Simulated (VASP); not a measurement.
# N (P6_3/mmc) in VASP: a series of runs, part 3 of 3

VASP 6.6.1.

### Step 4. Single point, PBE-based screened hybrid with 25 % exact exchange

Contents of POSCAR:

```
N
1.0
    2.5194737886      0.0000000000      0.0000000000
   -1.2597368943      2.1819283051      0.0000000000
    0.0000000000      0.0000000000      2.4460020000
N
2
Direct
    0.3333333333      0.6666666667      0.7500000000
    0.6666666667      0.3333333333      0.2500000000
```

Contents of INCAR.step1:

```
PREC     = Accurate       # precision mode
ENCUT    = 520            # plane-wave cutoff, eV
EDIFF    = 1E-5           # SCF threshold, eV
ISMEAR   = -1             # smearing method
SIGMA    = 0.05           # smearing width, eV
LREAL    = F              # projectors in reciprocal space
LASPH    = T              # aspherical terms in the spheres
NELM     = 60             # most SCF steps
ALGO     = Normal         # electronic algorithm
ISIF     = 2              # what is computed and relaxed
LWAVE    = T              # write WAVECAR
LCHARG   = F              # write CHGCAR
NBANDS   = 12             # bands
GGA      = PE             # functional
```

Contents of INCAR.step2:

```
PREC     = Accurate       # precision mode
ENCUT    = 520            # plane-wave cutoff, eV
EDIFF    = 1E-6           # SCF threshold, eV
ISMEAR   = -1             # smearing method
SIGMA    = 0.05           # smearing width, eV
LREAL    = F              # projectors in reciprocal space
LASPH    = T              # aspherical terms in the spheres
NELM     = 60             # most SCF steps
ALGO     = Normal         # electronic algorithm
ISIF     = 2              # what is computed and relaxed
LWAVE    = F              # write WAVECAR
LCHARG   = F              # write CHGCAR
GGA      = PE             # functional
LHFCALC  = T              # exact exchange
AEXX     = 0.25           # exact-exchange fraction
HFSCREEN = 0.3            # screening, 1/A
PRECFOCK = Normal       
NBANDS   = 12             # bands
ISTART   = 1
```

Contents of KPOINTS:

```
regular mesh
0
Gamma
  6 6 6
```

Potentials or basis: VASP PAW PBE potentials, release 64 (N).

Run with:

```
$ cat potpaw_PBE.64/N/POTCAR > POTCAR
$ cp INCAR.step1 INCAR
$ mpirun -np 1 vasp_std > vasp.out
$ cp INCAR.step2 INCAR
$ mpirun -np 1 vasp_std > vasp.out
```

OUTCAR:

```text
PREC = Accurate
   ENCUT = 520
   EDIFF = 1E-6
   ISMEAR = -1
   LREAL = F
   LASPH = T
   NELM = 60
   ISIF = 2
   GGA = PE
   LHFCALC = T
   AEXX = 0.25
   HFSCREEN = 0.3
   PRECFOCK = Normal
   ISTART = 1

 ion  position               nearest neighbor table
   1  0.333  0.667  0.750-
   2  0.667  0.333  0.250-

  LATTYP: Found a hexagonal cell.
 ALAT       =     2.5194737886
 C/A-ratio  =     0.9708384390

  Lattice vectors:

 A1 = (   2.5194737886,   0.0000000000,   0.0000000000)
 A2 = (  -1.2597368943,   2.1819283051,   0.0000000000)
 A3 = (   0.0000000000,   0.0000000000,   2.4460020000)

Analysis of symmetry for initial positions (statically):
=====================================================================
 Subroutine PRICEL returns:
 Original cell was already a primitive cell.

 Routine SETGRP: Setting up the symmetry group for a
 hexagonal supercell.

 Subroutine GETGRP returns: Found 24 space group operations
 (whereof 12 operations were pure point group operations)
[... 182 lines left out ...]
  band No.  band energies     occupation
      1     -17.7287      2.00000
      2       0.0543      2.00000
      3       1.4362      2.00000
      4       4.0703      2.00000
      5       4.0703      2.00000
      6      10.3650      0.00000
      7      10.3650      0.00000
      8      14.2639      0.00000
      9      22.1775      0.00000
     10      25.8246      0.00000
     11      33.4612      0.00000
     12      33.4612      0.00000
[... 331 lines left out ...]
 k-point    24 :       0.3333   -0.0000    0.5000
  band No.  band energies     occupation
      1      -9.9020      2.00000
      2      -9.9020      2.00000
      3      -0.2173      2.00000
      4      -0.2173      2.00000
      5       6.3788      1.99985
      6       6.3788      1.99985
      7      11.8042      0.00000
      8      11.8042      0.00000
      9      27.0144      0.00000
     10      27.0144      0.00000
     11      37.6569      0.00000
     12      37.6569      0.00000

 [... further k-points ...]

------------------------ aborting loop because EDIFF is reached ----------------------------------------

  FORCE on cell =-STRESS in cart. coord.  units (eV):
  Direction    XX          YY          ZZ          XY          YZ          ZX
  --------------------------------------------------------------------------------------
  -------------------------------------------------------------------------------------
  Total        0.2901189      0.2901189     -0.5325560      0.0000000     -0.0000000      0.0000000
  in kB       34.5684205     34.5684205    -63.4554243      0.0000000     -0.0000000      0.0000000
  external PRESSURE =       1.8938056 kB  Pullay stress =       0.0000000 kB

 VOLUME and BASIS-vectors are now :
 -----------------------------------------------------------------------------
  energy-cutoff  :      520.00
  volume of cell :       13.45
      direct lattice vectors                 reciprocal lattice vectors
     2.519473789  0.000000000  0.000000000     0.396908277  0.229155100  0.000000000
    -1.259736894  2.181928305  0.000000000     0.000000000  0.458310201  0.000000000
     0.000000000  0.000000000  2.446002000     0.000000000  0.000000000  0.408830410

 POSITION                                       TOTAL-FORCE (eV/Angst)
 -----------------------------------------------------------------------------------
     -0.00000      1.45462      1.83450         0.000000      0.000000      0.000000
      1.25974      0.72731      0.61150        -0.000000      0.000000     -0.000000
 -----------------------------------------------------------------------------------
    total drift:                                0.000000      0.000000      0.000000

  FREE ENERGIE OF THE ION-ELECTRON SYSTEM (eV)
  ---------------------------------------------------
  free  energy   TOTEN  =       -11.5786264188 eV

  energy  without entropy=      -11.5736850977  energy(sigma->0) =      -11.57615576
```

OSZICAR.step1:

```text
N       E                     dE             d eps       ncg     rms          rms(c)
DAV:   1     0.261244945000E+02    0.26124E+02   -0.59866E+03   684   0.815E+02
DAV:   2    -0.852710868304E+01   -0.34652E+02   -0.33049E+02   872   0.182E+02
DAV:   3    -0.941142144087E+01   -0.88431E+00   -0.88001E+00   816   0.244E+01
DAV:   4    -0.941306976613E+01   -0.16483E-02   -0.16483E-02   740   0.119E+00
DAV:   5    -0.941307138183E+01   -0.16157E-05   -0.16162E-05   816   0.383E-02    0.223E+00
DAV:   6    -0.941806719069E+01   -0.49958E-02   -0.25557E-03   736   0.450E-01    0.136E+00
DAV:   7    -0.942345375695E+01   -0.53866E-02   -0.58287E-03   772   0.690E-01    0.629E-02
DAV:   8    -0.942352838252E+01   -0.74626E-04   -0.72069E-05   728   0.800E-02    0.272E-02
DAV:   9    -0.942353605760E+01   -0.76751E-05   -0.73634E-06   580   0.267E-02
   1 F= -.94235361E+01 E0= -.94203859E+01  d E =-.630022E-02
```

Wall time 7.1 min (1 thread of Intel Xeon Platinum 8259CL at 2.50GHz (Skylake/Cascade Lake), shared host); peak memory 0.22 GiB.

What came out:

| Quantity | Value |
| --- | --- |
| Free energy | -11.5786 eV |
| Pressure | 0.2 GPa |
| Band gap on the k mesh | zero (bands 5 and 6 overlap by 5.38 eV) |

Stress tensor (GPa, compression positive):
```
 3.46  0.00  0.00
 0.00  3.46  0.00
 0.00  0.00 -6.35
```

Levels at points of the mesh, in eV from the Fermi level:
```tsv
k point	band 1	band 2	band 3	band 4	band 5	band 6	band 7	band 8	band 9	band 10
(0.00, 0.00, 0.00)	-24.58	-6.80	-5.42	-2.78	-2.78	3.51	3.51	7.41	15.32	18.97
(0.50, 0.00, 0.00)	-19.63	-16.35	-5.73	-2.56	-1.59	2.18	3.29	6.14	14.42	25.47
(0.00, 0.00, 0.50)	-19.23	-19.23	0.76	0.76	0.76	0.76	2.57	2.57	22.80	22.80
(0.50, 0.00, 0.50)	-15.18	-15.18	-9.63	-9.63	-0.83	-0.83	4.89	4.89	20.52	20.52
```

Caveat: the k points lie up to 0.48 Å⁻¹ apart, too coarse for converged energies and pressures of a metal; the PAW data sets were made with another functional, which shifts forces and pressure a little.

### Step 5. Single point, PBEsol

Contents of INCAR:

```
SYSTEM = N
PREC = Accurate
ENCUT = 520
EDIFF = 1E-6
ISMEAR = 0
SIGMA = 0.1
LREAL = .False.
LASPH = .True.
NELM = 100
ALGO = Normal
ISIF = 2
LWAVE = .False.
LCHARG = .True.
GGA = PS
LELF = .True.
LVHAR = .True.
NBANDS = 12
```

Contents of KPOINTS:

```
regular mesh
0
Gamma
  9 9 8
  0 0 0
```

POSCAR is that of step 4.

Run with:

```
$ cat potpaw_PBE.64/N/POTCAR > POTCAR
$ mpirun -np 1 vasp_std > vasp.out
```

Run time: 12 s. Hardware: 1 thread of Intel Xeon 8259CL, shared host; peak memory 0.12 GiB.

Results (log left out):

* Free energy: -10.4647 eV
* Pressure: -1.5 GPa
* Band gap on the k mesh: zero (bands 5 and 6 overlap by 4.78 eV)

Stress tensor (GPa, compression positive):
```
 2.08  0.00  0.00
 0.00  2.08  0.00
 0.00  0.00 -8.71
```

Levels at points of the mesh, in eV from the Fermi level:
```csv
k point,band 3,band 4,band 5,band 6,band 7,band 8
"(0.00, 0.00, 0.00)",-4.81,-2.34,-2.34,2.84,2.84,6.18
"(0.00, 0.00, 0.50)",0.61,0.61,0.61,0.61,2.12,2.12
```

Caveat: the PAW data sets were made with another functional, which shifts forces and pressure a little.

### Step 6. Single point, PBE

Contents of INCAR:

```
PREC = Accurate ; ENCUT = 520
EDIFF = 1E-6 ; ISMEAR = -1
SIGMA = 0.1 ; LREAL = F
LASPH = T ; NELM = 80
ALGO = Normal ; ISIF = 2
LWAVE = F ; LCHARG = T
GGA = PE ; LELF = T
LVHAR = T ; NBANDS = 12
```

Contents of KPOINTS:

```
regular mesh
0
Gamma
  9 9 8
```

POSCAR is that of step 5.

Potentials or basis: VASP PAW PBE potentials, release 64 (N).

Run with:

```
$ cat potpaw_PBE.64/N/POTCAR > POTCAR
$ mpirun -np 1 vasp_std > vasp.out
```

OUTCAR:

```text
PREC = Accurate
   ENCUT = 520
   EDIFF = 1E-6
   ISMEAR = -1
   LREAL = F
   LASPH = T
   NELM = 80
   ISIF = 2
   GGA = PE

 ion  position               nearest neighbor table
   1  0.333  0.667  0.750-
   2  0.667  0.333  0.250-

  LATTYP: Found a hexagonal cell.
 ALAT       =     2.5194737886
 C/A-ratio  =     0.9708384390

  Lattice vectors:

[... 544 lines left out ...]
     11      31.1414      0.00000
     12      31.1414      0.00000

 [... further k-points ...]

------------------------ aborting loop because EDIFF is reached ----------------------------------------

  FORCE on cell =-STRESS in cart. coord.  units (eV):
  Direction    XX          YY          ZZ          XY          YZ          ZX
  --------------------------------------------------------------------------------------
  -------------------------------------------------------------------------------------
  Total        1.0670268      1.0670268      0.2161220      0.0000000      0.0000000     -0.0000000
  in kB      127.1390014    127.1390014     25.7514939      0.0000000      0.0000000     -0.0000000
  external PRESSURE =      93.3431656 kB  Pullay stress =       0.0000000 kB

 VOLUME and BASIS-vectors are now :
 -----------------------------------------------------------------------------
  energy-cutoff  :      520.00
  volume of cell :       13.45
      direct lattice vectors                 reciprocal lattice vectors
     2.519473789  0.000000000  0.000000000     0.396908277  0.229155100  0.000000000
    -1.259736894  2.181928305  0.000000000     0.000000000  0.458310201  0.000000000
     0.000000000  0.000000000  2.446002000     0.000000000  0.000000000  0.408830410

 POSITION                                       TOTAL-FORCE (eV/Angst)
 -----------------------------------------------------------------------------------
     -0.00000      1.45462      1.83450         0.000000     -0.000000      0.000000
      1.25974      0.72731      0.61150        -0.000000      0.000000      0.000000
 -----------------------------------------------------------------------------------
    total drift:                               -0.000000      0.000000      0.000000

  FREE ENERGIE OF THE ION-ELECTRON SYSTEM (eV)
  ---------------------------------------------------
  free  energy   TOTEN  =        -9.4212952676 eV

  energy  without entropy=       -9.3995401746  energy(sigma->0) =       -9.41041772
```

OSZICAR:

```text
N       E                     dE             d eps       ncg     rms          rms(c)
DAV:   1     0.257201983527E+02    0.25720E+02   -0.60662E+03  1488   0.824E+02
DAV:   2    -0.855043474597E+01   -0.34271E+02   -0.32752E+02  1800   0.180E+02
DAV:   3    -0.940882947737E+01   -0.85839E+00   -0.85126E+00  1764   0.242E+01
DAV:   4    -0.941038705974E+01   -0.15576E-02   -0.15575E-02  1584   0.116E+00
DAV:   5    -0.941038867004E+01   -0.16103E-05   -0.16100E-05  1780   0.378E-02    0.219E+00
DAV:   6    -0.941573639047E+01   -0.53477E-02   -0.24152E-03  1612   0.438E-01    0.133E+00
DAV:   7    -0.942121563283E+01   -0.54792E-02   -0.56698E-03  1604   0.684E-01    0.613E-02
DAV:   8    -0.942128748258E+01   -0.71850E-04   -0.64529E-05  1656   0.768E-02    0.280E-02
DAV:   9    -0.942129528446E+01   -0.78019E-05   -0.74682E-06  1580   0.264E-02    0.525E-03
DAV:  10    -0.942129526762E+01    0.16844E-07   -0.14406E-06  1332   0.108E-02
   1 F= -.94212953E+01 E0= -.94104177E+01  d E =-.217551E-01
```

Wall time 13 s (1 thread of Intel Xeon 8259CL, shared host); peak memory 0.12 GiB.

What came out:

```
Free energy            : -9.4213 eV
Pressure               : 9.3 GPa
Band gap on the k mesh : zero (bands 5 and 6 overlap by 4.68 eV)
```

Levels at points of the mesh, in eV from the Fermi level:
```
           k point  band 3  band 4  band 5  band 6  band 7  band 8
(0.00, 0.00, 0.00)   -4.80   -2.37   -2.37    2.81    2.81    6.13
(0.00, 0.00, 0.50)    0.56    0.56    0.56    0.56    2.05    2.05
```

Caveat: the cell stands under pressure.

### Step 7. Overview

| level | k mesh | smearing | grid for exact exchange (PRECFOCK) | share of exact exchange | screening parameter | gap on the mesh (eV) | pressure (GPa) |
| --- | --- | --- | --- | --- | --- | --- | --- |
| PBE-based screened hybrid with 25 % exact exchange | 6 × 6 × 6 | fermi-dirac 0.05 eV | Normal | 0.25 | 0.15 1/Å | none | -1.3 |
| PBE-based screened hybrid with 25 % exact exchange | 6 × 6 × 6 | fermi-dirac 0.05 eV | Normal | 0.25 | 0.2 1/Å | none | -0.8 |
| PBE-based screened hybrid with 25 % exact exchange | 6 × 6 × 6 | fermi-dirac 0.05 eV | Normal | 0.25 | 0.3 1/Å | none | 0.2 |
| PBEsol | 9 × 9 × 8 | gaussian 0.1 eV | - | - | - | none | -1.5 |
| PBE | 9 × 9 × 8 | fermi-dirac 0.1 eV | - | - | - | none | 9.3 |

Alike in all rows: task single point; potentials or basis VASP PAW PBE potentials, release 64 (N); no spin polarisation; cell as given; cutoff (eV) 520.

Caveats: some runs use coarse meshes; the PAW data sets were made with another functional, which shifts forces and pressure a little (at least some runs); the cell stands under pressure (at least some runs).

Absolute energies hang on the potentials; compare differences alone.
